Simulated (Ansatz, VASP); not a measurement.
Two plane-wave programs on WS

```
W S
1.0
     3.00807    0.00000    0.00000
     0.00000    3.00807    0.00000
     0.00000    0.00000    3.00807
W S
1 1
Direct
  0.00000 0.00000 0.00000
  0.50000 0.50000 0.50000
```

Alike in both runs: functional PBE; k mesh 14 × 14 × 14; occupations gaussian, width 0.1 eV; no spin polarisation.

Ansatz relaxed the structure, and its values are those at the end. VASP's run is a single point on that final structure, the one shown.

|  | VASP | Ansatz |
| --- | --- | --- |
| version | VASP 6.6.1 | Ansatz 0.2.0 |
| potentials or method | VASP PAW PBE potentials, release 64 (W_sv, S), cutoff 520 eV | scalar-relativistic, plane waves, PAW |
| valence electrons in the cell | 20 | 20 |

|  | VASP | Ansatz | Ansatz less VASP |
| --- | --- | --- | --- |
| gap on the k mesh at the Fermi level (eV) | none | none | - |
| pressure (GPa) | 0.4 | 0.0 | -0.41 |

A gap of «none» marks a metal or a gap that the smearing closes.

Spin-orbit coupling is off throughout.
